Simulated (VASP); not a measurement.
# Sc (P6_3/mmc) in VASP: a series of runs

The runs below take Sc through single point, with PBE.

Everything below comes from runs of VASP 6.6.1. Logs are shortened: lines on timing, memory, paths and dates and some standing lists are left out, and cuts for length are marked.

## Step 1: The cell of the first run

It takes space group P6_3/mmc (No. 194, hexagonal). Conventional cell: a = 3.319 Å, b = 3.319 Å, c = 5.184 Å, α = 90.00°, β = 90.00°, γ = 120.00°. Sc (site symmetry -6m2) has 12 Sc at 3.22 to 3.32 Å within 4.2 Å.

## Step 2: Single point, PBE

The input, INCAR:

```
PREC     = Accurate       # precision mode
ENCUT    = 520            # plane-wave cutoff, eV
EDIFF    = 1E-6           # SCF threshold, eV
ISMEAR   = 1              # smearing method
SIGMA    = 0.01           # smearing width, eV
LREAL    = F              # projectors in reciprocal space
LASPH    = T              # aspherical terms in the spheres
NELM     = 100            # most SCF steps
ALGO     = Normal         # electronic algorithm
ISIF     = 2              # what is computed and relaxed
LWAVE    = F              # write WAVECAR
LCHARG   = T              # write CHGCAR
GGA      = PE             # functional
LELF     = T              # ELF
LVHAR    = T            
NBANDS   = 18             # bands
```

The input, KPOINTS:

```
Automatic mesh
0
Gamma
  11 11 6
```

The input, POSCAR:

```
Sc
1.0
    3.3193628924      0.0000000000      0.0000000000
   -1.6596814462      2.8746525892      0.0000000000
    0.0000000000      0.0000000000      5.1842605006
Sc
2
Direct
    0.3333333333      0.6666666667      0.2500000000
    0.6666666667      0.3333333333      0.7500000000
```

Potentials or basis: VASP PAW PBE potentials, release 64 (Sc_sv).

Run with:

```
> cat potpaw_PBE.64/Sc_sv/POTCAR > POTCAR
> mpirun -np 1 vasp_std > vasp.out
```

OUTCAR:

```text
PREC = Accurate
   ENCUT = 520
   EDIFF = 1E-6
   ISMEAR = 1
   LREAL = F
   LASPH = T
   NELM = 100
   ISIF = 2
   GGA = PE

 ion  position               nearest neighbor table
   1  0.333  0.667  0.250-   2 3.22   2 3.22   2 3.22   2 3.22   2 3.22   2 3.22
   2  0.667  0.333  0.750-   1 3.22   1 3.22   1 3.22   1 3.22   1 3.22   1 3.22

  LATTYP: Found a hexagonal cell.
 ALAT       =     3.3193628924
 C/A-ratio  =     1.5618239610

  Lattice vectors:

 A1 = (   3.3193628924,   0.0000000000,   0.0000000000)
 A2 = (  -1.6596814462,   2.8746525892,   0.0000000000)
 A3 = (   0.0000000000,   0.0000000000,   5.1842605006)

Analysis of symmetry for initial positions (statically):
=====================================================================
 Subroutine PRICEL returns:
 Original cell was already a primitive cell.

 Routine SETGRP: Setting up the symmetry group for a
 hexagonal supercell.

 Subroutine GETGRP returns: Found 24 space group operations
 (whereof 12 operations were pure point group operations)
 out of a pool of 24 trial point group operations.

The static configuration has the point symmetry D_3d.
 The point group associated with its full space group is D_6h.

Analysis of symmetry for dynamics (positions and initial velocities):
=====================================================================
 Subroutine PRICEL returns:
 Original cell was already a primitive cell.

 Routine SETGRP: Setting up the symmetry group for a
 hexagonal supercell.

 Subroutine GETGRP returns: Found 24 space group operations
 (whereof 12 operations were pure point group operations)
 out of a pool of 24 trial point group operations.

The dynamic configuration has the point symmetry D_3d.
 The point group associated with its full space group is D_6h.

 Subroutine INISYM returns: Found 24 space group operations
 (whereof 12 operations are pure point group operations),
 and found     1 'primitive' translations

----------------------------------------------------------------------------------------

                                     Primitive cell

  volume of cell :      49.4683

  direct lattice vectors                    reciprocal lattice vectors
     3.319362892  0.000000000  0.000000000     0.301262632  0.173934061  0.000000000
    -1.659681446  2.874652589  0.000000000     0.000000000  0.347868123  0.000000000
     0.000000000  0.000000000  5.184260501     0.000000000  0.000000000  0.192891542

  length of vectors
     3.319362892  3.319362892  5.184260501     0.347868123  0.347868123  0.192891542

  position of ions in fractional coordinates (direct lattice)
     0.333333333  0.666666667  0.250000000
     0.666666667  0.333333333  0.750000000

  ion indices of the primitive-cell ions
   primitive index   ion index
                 1           1
                 2           2

----------------------------------------------------------------------------------------

 KPOINTS: Automatic mesh

Automatic generation of k-mesh.
 Grid dimensions read from file:
 generate k-points for:   11   11    6

 Generating k-lattice:

  Cartesian coordinates                     Fractional coordinates (reciprocal lattice)
     0.027387512  0.015812187  0.000000000     0.090909091  0.000000000  0.000000000
     0.000000000  0.031624375  0.000000000     0.000000000  0.090909091  0.000000000
     0.000000000  0.000000000  0.032148590     0.000000000  0.000000000  0.166666667

  Length of vectors
     0.031624375  0.031624375  0.032148590

  Shift w.r.t. Gamma in fractional coordinates (k-lattice)
     0.000000000  0.000000000  0.000000000

 Subroutine IBZKPT returns following result:
 ===========================================

 Found     64 irreducible k-points:

 Following reciprocal coordinates:
            Coordinates               Weight
  0.000000  0.000000  0.000000      1.000000
  0.090909  0.000000  0.000000      6.000000
  0.181818  0.000000  0.000000      6.000000
  0.272727  0.000000  0.000000      6.000000
  0.363636  0.000000  0.000000      6.000000
  0.454545  0.000000  0.000000      6.000000
[... 16 lines left out ...]
  0.090909  0.090909  0.166667     12.000000
  0.181818  0.090909  0.166667     24.000000
 [... further k-points ...]
   k-points           NKPTS =     64   k-points in BZ     NKDIM =     64   number of bands    NBANDS=     18
   number of dos      NEDOS =    301   number of ions     NIONS =      2
   total plane-waves  NPLWV =  31360
   dimension x,y,z NGX =    28 NGY =   28 NGZ =   40
   dimension x,y,z NGXF=    56 NGYF=   56 NGZF=   80
   ions per type =               2
   NGX,Y,Z   is equivalent  to a cutoff of  14.02, 14.02, 12.83 a.u.
   NGXF,Y,Z  is equivalent  to a cutoff of  28.05, 28.05, 25.65 a.u.
 SYSTEM =  unknown system
   PREC   = accura    normal or accurate (medium, high low for compatibility)
   ISTART =      0    job   : 0-new  1-cont  2-samecut
   ICHARG =      2    charge: 1-file 2-atom 10-const
   ISPIN  =      1    spin polarized calculation?
   LNONCOLLINEAR =      F non collinear calculations
   LSORBIT =      F    spin-orbit coupling
   LASPH  =      T    aspherical Exc in radial PAW
   ENCUT  =  520.0 eV  38.22 Ry    6.18 a.u.   6.17  6.17  9.64*2*pi/ulx,y,z
   NELM   =    100;   NELMIN=  2; NELMDL= -5     # of ELM steps
   EDIFF  = 0.1E-05   stopping-criterion for ELM
   LREAL  =      F    real-space projection
   EDIFFG = 0.1E-04   stopping-criterion for IOM
   NSW    =      0    number of steps for IOM
   IBRION =     -1    ionic relax: 0-MD 1-quasi-New 2-CG
   NFREE  =      0    steps in history (QN), initial steepest desc. (CG)
   ISIF   =      2    stress and relaxation
   ISYM   =      2    0-nonsym 1-usesym 2-fastsym
   POTIM  = 0.5000    time-step for ionic-motion
   TEBEG  =    0.0;   TEEND  =   0.0 temperature during run
   PSTRESS=    0.0 pullay stress
   NELECT =      22.0000    total number of electrons
   NUPDOWN=      -1.0000    fix difference up-down
   EMIN   =  10.00;   EMAX   =-10.00  energy-range for DOS
   EFERMI =   0.00;   METHOD = LEGACY
   ISMEAR =     1;   SIGMA  =   0.01  broadening in eV -4-tet -1-fermi 0-gaus
   EFERMI_NEDOS =   21; number of points for ismear=-14 and -15
   IALGO  =     38    algorithm
   IMIX   =      4    mixing-type and parameters
     AMIX     =   0.40;   BMIX     =  1.00
     AMIX_MAG =   1.60;   BMIX_MAG =  1.00
  volume/ion in A,a.u.               =      24.73       166.91
  Fermi-wavevector in a.u.,A,eV,Ry     =   1.249607  2.361415 21.245735  1.561517
  Thomas-Fermi vector in A             =   2.383640
   LORBIT       =      0    0 simple, 1 ext, 2 COOP (PROOUT), +10 PAW based schemes
   GGA     = PE    functional components
   LHFCALC =     F    Hartree Fock is set to
   AEXX    =    0.0000 exact exchange contribution
   IVDW    =     0    specifies the selected vdW correction
   LEPSILON=     F    determine dielectric tensor
   LRPA    =     F    only Hartree local field effects (RPA)
 non-spin polarized calculation
 Methfessel and Paxton  Order N= 1 SIGMA  =   0.01
  energy-cutoff  :      520.00
  volume of cell :       49.47
 maximum number of plane-waves:      1346
 NGX is ok and might be reduce to    28
   NGX = 13   NGY = 13   NGZ = 19

 number of electron      21.9999995 magnetization

 Free energy of the ion-electron system (eV)
  ---------------------------------------------------
  ext. energy  EPLUGINS =         0.00000000
  ---------------------------------------------------
  free energy    TOTEN  =       -12.49928685 eV

  energy without entropy =      -12.49930191  energy(sigma->0) =      -12.49929187

 E-fermi :   3.6762     XC(G=0):  -9.8625

 val. band max:        3.6614801623   @ k =   0.3636   0.1818   0.3333
 cond. band min:       3.6764120985   @ k =   0.2727   0.0000   0.3333
 fundamental gap:      0.0149319362
 Fermi energy:         3.6762205013

 k-point     1 :       0.0000    0.0000    0.0000
  band No.  band energies     occupation
      1     -45.7645      2.00000
      2     -45.6953      2.00000
      3     -24.5868      2.00000
      4     -24.2542      2.00000
      5     -24.2542      2.00000
      6     -24.1894      2.00000
[... 10 lines left out ...]
     17       5.9747      0.00000
     18       5.9747      0.00000

 k-point     2 :       0.0909    0.0000    0.0000
  band No.  band energies     occupation
      1     -45.7607      2.00000
      2     -45.6940      2.00000
      3     -24.5762      2.00000
      4     -24.2745      2.00000
      5     -24.2613      2.00000
      6     -24.2106      2.00000
[... 10 lines left out ...]
     17       5.8377      0.00000
     18       5.8669      0.00000

 k-point     3 :       0.1818    0.0000    0.0000
  band No.  band energies     occupation
      1     -45.7503      2.00000
      2     -45.6908      2.00000
      3     -24.5462      2.00000
      4     -24.3291      2.00000
      5     -24.2795      2.00000
      6     -24.2664      2.00000
[... 10 lines left out ...]
     17       6.0290      0.00000
     18       6.1333      0.00000

 k-point     4 :       0.2727    0.0000    0.0000
  band No.  band energies     occupation
      1     -45.7358      2.00000
      2     -45.6874      2.00000
      3     -24.5020      2.00000
      4     -24.4016      2.00000
      5     -24.3370      2.00000
      6     -24.3022      2.00000
[... 10 lines left out ...]
     17       6.4546      0.00000
     18       6.6044      0.00000

 k-point     5 :       0.3636    0.0000    0.0000
  band No.  band energies     occupation
      1     -45.7211      2.00000
      2     -45.6858      2.00000
      3     -24.4690      2.00000
      4     -24.4523      2.00000
      5     -24.3996      2.00000
      6     -24.3225      2.00000
[... 10 lines left out ...]
     17       7.0304      0.00000
     18       7.1122      0.00000

 k-point     6 :       0.4545    0.0000    0.0000
  band No.  band energies     occupation
      1     -45.7108      2.00000
      2     -45.6863      2.00000
      3     -24.5093      2.00000
      4     -24.4359      2.00000
      5     -24.4130      2.00000
      6     -24.3343      2.00000
[... 10 lines left out ...]
     17       7.5242      0.00000
     18       7.6838      0.00000

 k-point     7 :       0.0909    0.0909    0.0000
  band No.  band energies     occupation
      1     -45.7536      2.00000
      2     -45.6918      2.00000
      3     -24.5559      2.00000
      4     -24.3073      2.00000
      5     -24.2836      2.00000
      6     -24.2408      2.00000
[... 10 lines left out ...]
     17       5.8663      0.00000
     18       6.0773      0.00000

 k-point     8 :       0.1818    0.0909    0.0000
  band No.  band energies     occupation
      1     -45.7412      2.00000
      2     -45.6885      2.00000
      3     -24.5187      2.00000
      4     -24.3654      2.00000
      5     -24.3307      2.00000
      6     -24.2784      2.00000
[... 10 lines left out ...]
     17       6.1665      0.00000
     18       6.5307      0.00000
[... 229 lines left out ...]
     17       6.1686      0.00000
     18       6.2493      0.00000

 k-point    20 :       0.2727    0.0000    0.1667
  band No.  band energies     occupation
      1     -45.7326      2.00000
      2     -45.6907      2.00000
      3     -24.5026      2.00000
      4     -24.3824      2.00000
      5     -24.3524      2.00000
      6     -24.2962      2.00000
[... 10 lines left out ...]
     17       6.5480      0.00000
     18       6.5562      0.00000

 k-point    21 :       0.3636    0.0000    0.1667
  band No.  band energies     occupation
      1     -45.7187      2.00000
      2     -45.6881      2.00000
      3     -24.5072      2.00000
      4     -24.4293      2.00000
      5     -24.3878      2.00000
      6     -24.3158      2.00000
[... 10 lines left out ...]
     17       7.0068      0.00000
     18       7.0377      0.00000

 k-point    22 :       0.4545    0.0000    0.1667
  band No.  band energies     occupation
      1     -45.7091      2.00000
      2     -45.6880      2.00000
      3     -24.5322      2.00000
      4     -24.4614      2.00000
      5     -24.3741      2.00000
      6     -24.3272      2.00000
[... 10 lines left out ...]
     17       7.3983      0.00000
     18       7.6234      0.00000

 k-point    23 :       0.0909    0.0909    0.1667
  band No.  band energies     occupation
      1     -45.7495      2.00000
      2     -45.6959      2.00000
      3     -24.5349      2.00000
      4     -24.2994      2.00000
      5     -24.2833      2.00000
      6     -24.2547      2.00000
[... 10 lines left out ...]
     17       6.0840      0.00000
     18       6.2393      0.00000

 k-point    24 :       0.1818    0.0909    0.1667
  band No.  band energies     occupation
      1     -45.7376      2.00000
      2     -45.6920      2.00000
      3     -24.5096      2.00000
      4     -24.3539      2.00000
      5     -24.3359      2.00000
      6     -24.2843      2.00000
[... 10 lines left out ...]
     17       6.3132      0.00000
     18       6.5529      0.00000

 [... further k-points ...]
[... 5 lines left out ...]
  --------------------------------------------------------------------------------------
  -------------------------------------------------------------------------------------
  Total       -0.0429632     -0.0429632     -0.1464120      0.0000000      0.0000000      0.0000000
  in kB       -1.3914922     -1.3914922     -4.7419870      0.0000000      0.0000000      0.0000000
  external PRESSURE =      -2.5083238 kB  Pullay stress =       0.0000000 kB

 VOLUME and BASIS-vectors are now :
 -----------------------------------------------------------------------------
  energy-cutoff  :      520.00
  volume of cell :       49.47
      direct lattice vectors                 reciprocal lattice vectors
     3.319362892  0.000000000  0.000000000     0.301262632  0.173934061  0.000000000
    -1.659681446  2.874652589  0.000000000     0.000000000  0.347868123  0.000000000
     0.000000000  0.000000000  5.184260501     0.000000000  0.000000000  0.192891542

 POSITION                                       TOTAL-FORCE (eV/Angst)
 -----------------------------------------------------------------------------------
     -0.00000      1.91644      1.29607         0.000000      0.000000      0.000000
      1.65968      0.95822      3.88820        -0.000000     -0.000000      0.000000
 -----------------------------------------------------------------------------------
    total drift:                               -0.000000      0.000000     -0.000000

  FREE ENERGIE OF THE ION-ELECTRON SYSTEM (eV)
  ---------------------------------------------------
  free  energy   TOTEN  =       -12.4992868504 eV

  energy  without entropy=      -12.4993019091  energy(sigma->0) =      -12.49929187
```

It took 1.8 min on 1 thread of Intel Xeon 8259CL, shared host; peak memory 0.2 GiB.

What came out:

```yaml
Free_energy: -12.4993 eV
Pressure: -0.3 GPa
Band_gap_on_the_k_mesh: zero (band 11 reaches 4.63 eV, above the bottom of band 12 at 3.17 eV)
```

(Continued in part 2 of 2.)
